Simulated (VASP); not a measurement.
Input of a VASP 6.6.1 run:

File INCAR:

```
ALGO     = Normal         # electronic algorithm
EDIFF    = 1E-6           # SCF threshold, eV
ENCUT    = 520            # plane-wave cutoff, eV
GGA      = PE             # functional
ISIF     = 2              # what is computed and relaxed
ISMEAR   = 0              # smearing method
LASPH    = T              # aspherical terms in the spheres
LCHARG   = F              # write CHGCAR
LREAL    = F              # projectors in reciprocal space
LWAVE    = F              # write WAVECAR
NBANDS   = 12             # bands
NELM     = 60             # most SCF steps
PREC     = Accurate       # precision mode
SIGMA    = 0.05           # smearing width, eV
```

Contents of KPOINTS:

```
k-points
0
Gamma
  12 12 12
```

Contents of POSCAR:

```
Sc
1.0
    0.0000000000      2.2705000000      2.2705000000
    2.2705000000      0.0000000000      2.2705000000
    2.2705000000      2.2705000000      0.0000000000
Sc
1
Direct
    0.0000000000      0.0000000000      0.0000000000
```

Potentials or basis: VASP PAW PBE potentials, release 64 (Sc_sv).

The run is started by

```sh
$ cat potpaw_PBE.64/Sc_sv/POTCAR > POTCAR
$ mpirun -np 1 vasp_std > vasp.out
```

(1) What does it give for the pressure?

Results:

(1) 3.0 GPa.
